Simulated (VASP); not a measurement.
# SnO in VASP: single point with PBE+D3(BJ)

Aim: the single point of SnO with PBE+D3(BJ).

Program: VASP 6.6.1. These are calculated values, not measurements. Logs are shortened: lines on timing, memory, paths and dates and some standing lists are left out, and cuts for length are marked.

### Step 1. The cell of the first run

The cell holds a slab with vacuum, 8 atoms: a = 3.820 Å, b = 3.820 Å, c = 22.226 Å, α = 90.00°, β = 90.00°, γ = 90.00°.

### Step 2. Single point, PBE+D3(BJ) (layers slid over each other)

The input, INCAR:

```
ALGO     = Normal         # electronic algorithm
DIPOL    = 0.5 0.5 0.428
EDIFF    = 1E-6           # SCF threshold, eV
ENCUT    = 520            # plane-wave cutoff, eV
GGA      = PE             # functional
IDIPOL   = 3            
ISIF     = 2              # what is computed and relaxed
ISMEAR   = 0              # smearing method
IVDW     = 12             # dispersion correction
LASPH    = T              # aspherical terms in the spheres
LCHARG   = F              # write CHGCAR
LDIPOL   = T            
LREAL    = F              # projectors in reciprocal space
LWAVE    = F              # write WAVECAR
NBANDS   = 50             # bands
NELM     = 80             # most SCF steps
PREC     = Accurate       # precision mode
SIGMA    = 0.05           # smearing width, eV
```

The input, KPOINTS:

```
k-points
0
Gamma
  7 7 1
```

The input, POSCAR:

```
SnO
1.0
    3.8201528543      0.0002954551      0.0000000000
   -0.0003145191      3.8201528528      0.0000000000
    0.0000000000      0.0000000000     22.2260743460
Sn O
4 4
Direct
    0.9999452911      0.9999452911      0.2024649036
    0.4999452911      0.4999452911      0.3087831466
    0.6666119578      0.4999452911      0.5472418108
    1.1666119578      0.9999452911      0.6535600538
    0.9999461074      0.4999461074      0.2556240251
    0.4999461074      0.9999461074      0.2556240251
    0.6666111415      0.9999444748      0.6004009323
    1.1666111415      0.4999444748      0.6004009323
```

Potentials or basis: VASP PAW PBE potentials, release 64 (Sn_d, O).

Launch:

```sh
> cat potpaw_PBE.64/Sn_d/POTCAR potpaw_PBE.64/O/POTCAR > POTCAR
> mpirun -np 1 vasp_std > vasp.out
```

OUTCAR:

```text
EDIFF = 1E-6
   ENCUT = 520
   GGA = PE
   ISIF = 2
   ISMEAR = 0
   IVDW = 12
   LASPH = T
   LREAL = F
   NELM = 80
   PREC = Accurate
 IVDW          = 12

 ion  position               nearest neighbor table
   1  1.000  1.000  0.202-   6 2.25   5 2.25   6 2.25   5 2.25   2 3.59   2 3.59   2 3.59   2 3.59

   2  0.500  0.500  0.309-   5 2.25   6 2.25   5 2.25   6 2.25   1 3.59   1 3.59   1 3.59   1 3.59

   3  0.667  0.500  0.547-   8 2.25   7 2.25   8 2.25   7 2.25   4 3.59   4 3.59   4 3.59   4 3.59

   4  0.167  1.000  0.654-   7 2.25   8 2.25   7 2.25   8 2.25   3 3.59   3 3.59   3 3.59   3 3.59

   5  1.000  0.500  0.256-   2 2.25   1 2.25   2 2.25   1 2.25
   6  0.500  1.000  0.256-   1 2.25   2 2.25   1 2.25   2 2.25
   7  0.667  1.000  0.600-   4 2.25   3 2.25   4 2.25   3 2.25
   8  0.167  0.500  0.600-   3 2.25   4 2.25   3 2.25   4 2.25

  LATTYP: Found a simple tetragonal cell.
 ALAT       =     3.8201528657
 C/A-ratio  =     5.8181112451

  Lattice vectors:

 A1 = (   3.8201528543,   0.0002954551,   0.0000000000)
 A2 = (  -0.0003145191,   3.8201528528,   0.0000000000)
 A3 = (   0.0000000000,   0.0000000000,  22.2260743460)

Analysis of symmetry for initial positions (statically):
=====================================================================
 Subroutine PRICEL returns:
 Original cell was already a primitive cell.

 Routine SETGRP: Setting up the symmetry group for a
 simple tetragonal supercell.

 Subroutine GETGRP returns: Found  4 space group operations
 (whereof  1 operations were pure point group operations)
 out of a pool of 16 trial point group operations.

The static configuration has the point symmetry C_1 .
 The point group associated with its full space group is C_2h.

Analysis of symmetry for dynamics (positions and initial velocities):
=====================================================================
 Subroutine PRICEL returns:
 Original cell was already a primitive cell.

 Routine SETGRP: Setting up the symmetry group for a
 simple tetragonal supercell.

 Subroutine GETGRP returns: Found  4 space group operations
 (whereof  1 operations were pure point group operations)
 out of a pool of 16 trial point group operations.

The dynamic configuration has the point symmetry C_1 .
 The point group associated with its full space group is C_2h.

 Subroutine INISYM returns: Found  4 space group operations
 (whereof  1 operations are pure point group operations),
 and found     1 'primitive' translations

----------------------------------------------------------------------------------------

                                     Primitive cell

  volume of cell :     324.3577

  direct lattice vectors                    reciprocal lattice vectors
     3.820152854  0.000295455  0.000000000     0.261769629  0.000021552  0.000000000
    -0.000314519  3.820152853  0.000000000    -0.000020246  0.261769629  0.000000000
     0.000000000  0.000000000 22.226074346     0.000000000  0.000000000  0.044992201

  length of vectors
     3.820152866  3.820152866 22.226074346     0.261769629  0.261769629  0.044992201

  position of ions in fractional coordinates (direct lattice)
     0.999945291  0.999945291  0.202464904
     0.499945291  0.499945291  0.308783147
     0.666611958  0.499945291  0.547241811
     0.166611958  0.999945291  0.653560054
     0.999946107  0.499946107  0.255624025
     0.499946107  0.999946107  0.255624025
     0.666611141  0.999944475  0.600400932
     0.166611141  0.499944475  0.600400932

  ion indices of the primitive-cell ions
   primitive index   ion index
                 1           1
                 2           2
                 3           3
                 4           4
                 5           5
                 6           6
                 7           7
                 8           8

----------------------------------------------------------------------------------------

 KPOINTS: k-points

Automatic generation of k-mesh.
 Grid dimensions read from file:
 generate k-points for:    7    7    1

 Generating k-lattice:

  Cartesian coordinates                     Fractional coordinates (reciprocal lattice)
     0.037395661  0.000003079  0.000000000     0.142857143  0.000000000  0.000000000
    -0.000002892  0.037395661  0.000000000    -0.000000000  0.142857143  0.000000000
     0.000000000  0.000000000  0.044992201     0.000000000  0.000000000  1.000000000

  Length of vectors
     0.037395661  0.037395661  0.044992201

  Shift w.r.t. Gamma in fractional coordinates (k-lattice)
     0.000000000  0.000000000  0.000000000

 Subroutine IBZKPT returns following result:
 ===========================================

 Found     16 irreducible k-points:

 Following reciprocal coordinates:
            Coordinates               Weight
  0.000000  0.000000  0.000000      1.000000
  0.142857  0.000000  0.000000      2.000000
  0.000000  0.142857  0.000000      2.000000
  0.285714  0.000000  0.000000      2.000000
  0.000000  0.285714  0.000000      2.000000
  0.428571 -0.000000  0.000000      2.000000
[... 8 lines left out ...]
 -0.285714  0.428571  0.000000      4.000000
  0.428571  0.428571  0.000000      4.000000
   k-points           NKPTS =     16   k-points in BZ     NKDIM =     16   number of bands    NBANDS=     50
   number of dos      NEDOS =    301   number of ions     NIONS =      8
   total plane-waves  NPLWV = 131712
   dimension x,y,z NGX =    28 NGY =   28 NGZ =  168
   dimension x,y,z NGXF=    56 NGYF=   56 NGZF=  336
   ions per type =               4   4
   NGX,Y,Z   is equivalent  to a cutoff of  12.19, 12.19, 12.57 a.u.
   NGXF,Y,Z  is equivalent  to a cutoff of  24.37, 24.37, 25.13 a.u.
 SYSTEM =  unknown system
   PREC   = accura    normal or accurate (medium, high low for compatibility)
   ISTART =      0    job   : 0-new  1-cont  2-samecut
   ICHARG =      2    charge: 1-file 2-atom 10-const
   ISPIN  =      1    spin polarized calculation?
   LNONCOLLINEAR =      F non collinear calculations
   LSORBIT =      F    spin-orbit coupling
   LASPH  =      T    aspherical Exc in radial PAW
   ENCUT  =  520.0 eV  38.22 Ry    6.18 a.u.   7.10  7.10 41.33*2*pi/ulx,y,z
   NELM   =     80;   NELMIN=  2; NELMDL= -5     # of ELM steps
   EDIFF  = 0.1E-05   stopping-criterion for ELM
   LREAL  =      F    real-space projection
   EDIFFG = 0.1E-04   stopping-criterion for IOM
   NSW    =      0    number of steps for IOM
   IBRION =     -1    ionic relax: 0-MD 1-quasi-New 2-CG
   NFREE  =      0    steps in history (QN), initial steepest desc. (CG)
   ISIF   =      2    stress and relaxation
   ISYM   =      2    0-nonsym 1-usesym 2-fastsym
   POTIM  = 0.5000    time-step for ionic-motion
   TEBEG  =    0.0;   TEEND  =   0.0 temperature during run
   PSTRESS=    0.0 pullay stress
   NELECT =      80.0000    total number of electrons
   NUPDOWN=      -1.0000    fix difference up-down
   EMIN   =  10.00;   EMAX   =-10.00  energy-range for DOS
   EFERMI =   0.00;   METHOD = LEGACY
   ISMEAR =     0;   SIGMA  =   0.05  broadening in eV -4-tet -1-fermi 0-gaus
   EFERMI_NEDOS =   21; number of points for ismear=-14 and -15
   IALGO  =     38    algorithm
   IMIX   =      4    mixing-type and parameters
     AMIX     =   0.40;   BMIX     =  1.00
     AMIX_MAG =   1.60;   BMIX_MAG =  1.00
  volume/ion in A,a.u.               =      40.54       273.61
  Fermi-wavevector in a.u.,A,eV,Ry     =   1.026668  1.940121 14.341186  1.054047
  Thomas-Fermi vector in A             =   2.160573
   LORBIT       =      0    0 simple, 1 ext, 2 COOP (PROOUT), +10 PAW based schemes
   GGA     = PE    functional components
   LHFCALC =     F    Hartree Fock is set to
   AEXX    =    0.0000 exact exchange contribution
   IVDW    =    12    specifies the selected vdW correction
   LEPSILON=     F    determine dielectric tensor
   LRPA    =     F    only Hartree local field effects (RPA)
 non-spin polarized calculation
 Gauss-broadening in eV      SIGMA  =   0.05
  energy-cutoff  :      520.00
  volume of cell :      324.36
 maximum number of plane-waves:      8769
   NGX = 15   NGY = 15   NGZ = 83

 dipolmoment           0.000000      0.000000      0.000106 electrons x Angstroem

 number of electron      79.9999985 magnetization

 dipolmoment           0.000000      0.000000     -0.000019 electrons x Angstroem

 Free energy of the ion-electron system (eV)
  ---------------------------------------------------
  ext. energy  EPLUGINS =         0.00000000
  ---------------------------------------------------
  free energy    TOTEN  =       -45.16440675 eV

  energy without entropy =      -45.16440675  energy(sigma->0) =      -45.16440675

 E-fermi :  -0.1560     XC(G=0):  -5.4221

 val. band max:       -0.3781063007   @ k =   0.1429   0.1429   0.0000
 cond. band min:       2.3721630576   @ k =   0.0000   0.0000   0.0000
 fundamental gap:      2.7502693582
 Fermi energy:        -0.1560158384

 k-point     1 :       0.0000    0.0000    0.0000
  band No.  band energies     occupation
      1     -21.0507      2.00000
      2     -21.0506      2.00000
      3     -20.6899      2.00000
      4     -20.6899      2.00000
      5     -20.6519      2.00000
      6     -20.6518      2.00000
[... 42 lines left out ...]
     49       5.1731      0.00000
     50       5.3261      0.00000

 k-point     2 :       0.1429    0.0000    0.0000
  band No.  band energies     occupation
      1     -21.0417      2.00000
      2     -21.0417      2.00000
      3     -20.6905      2.00000
      4     -20.6905      2.00000
      5     -20.6537      2.00000
      6     -20.6536      2.00000
[... 734 lines left out ...]
 k-point    16 :       0.4286    0.4286    0.0000
  band No.  band energies     occupation
      1     -20.9914      2.00000
      2     -20.9913      2.00000
      3     -20.9774      2.00000
      4     -20.9774      2.00000
      5     -20.6567      2.00000
      6     -20.6566      2.00000
[... 42 lines left out ...]
     49       6.1412      0.00000
     50       6.2302      0.00000

------------------------ aborting loop because EDIFF is reached ----------------------------------------

 vacuum level on the upper side and lower side of the slab       (xc-potential included)        -0.270        -0.265

 Edisp (eV)   -1.16980

 E8    (eV) :    -0.5174

  FORCE on cell =-STRESS in cart. coord.  units (eV):
  Direction    XX          YY          ZZ          XY          YZ          ZX
  --------------------------------------------------------------------------------------
  -------------------------------------------------------------------------------------
  Total       0.16405     0.16064     0.02654    -0.00000     0.00000     0.01500
  in kB       0.81031     0.79349     0.13109    -0.00000     0.00001     0.07407
  external pressure =        0.58 kB  Pullay stress =        0.00 kB

 VOLUME and BASIS-vectors are now :
 -----------------------------------------------------------------------------
  energy-cutoff  :      520.00
  volume of cell :      324.36
      direct lattice vectors                 reciprocal lattice vectors
     3.820152854  0.000295455  0.000000000     0.261769629  0.000021552  0.000000000
    -0.000314519  3.820152853  0.000000000    -0.000020246  0.261769629  0.000000000
     0.000000000  0.000000000 22.226074346     0.000000000  0.000000000  0.044992201

 POSITION                                       TOTAL-FORCE (eV/Angst)
 -----------------------------------------------------------------------------------
      3.81963      3.82024      4.50000        -0.000484     -0.000000     -0.091353
      1.90971      1.91002      6.86304        -0.000936     -0.000000      0.132191
      2.54640      1.91006     12.16304         0.000936      0.000000     -0.132191
      0.63617      3.81999     14.52607         0.000484      0.000000      0.091353
      3.81979      1.91017      5.68152        -0.001895     -0.000000      0.001558
      1.90956      3.82009      5.68152         0.000491      0.000000      0.001528
      2.54624      3.82014     13.34456        -0.000491     -0.000000     -0.001528
      0.63632      1.90991     13.34456         0.001895      0.000000     -0.001558
 -----------------------------------------------------------------------------------
    total drift:                                0.000011     -0.000003     -0.000744

  FREE ENERGIE OF THE ION-ELECTRON SYSTEM (eV)
  ---------------------------------------------------
  free  energy   TOTEN  =       -46.3342047083 eV

  energy  without entropy=      -46.3342047083  energy(sigma->0) =      -46.33420471

 vacuum level on the upper side and lower side of the slab         4.717         4.725
```

Wall time 11 min (1 thread of Oxide Virtual Turin-like, shared host); peak memory 0.41 GiB.

What came out:

```yaml
Free_energy: -46.3342 eV
Largest_force: 0.132 eV/Å
Band_gap_on_the_k_mesh: 2.75 eV (least direct gap 2.78 eV)
Dispersion_energy_per_atom: -0.146 eV
```

Forces on the atoms (eV/Å):
```
Sn   0.000  0.000 -0.091
Sn  -0.001  0.000  0.132
Sn   0.001  0.000 -0.132
Sn   0.000  0.000  0.091
O   -0.002  0.000  0.002
O    0.000  0.000  0.002
O    0.000  0.000 -0.002
O    0.002  0.000 -0.002
```

Caveat: the cell differs from its parent crystal (layers slid over each other); spin-orbit coupling is left out, which moves the levels of the heavy elements.
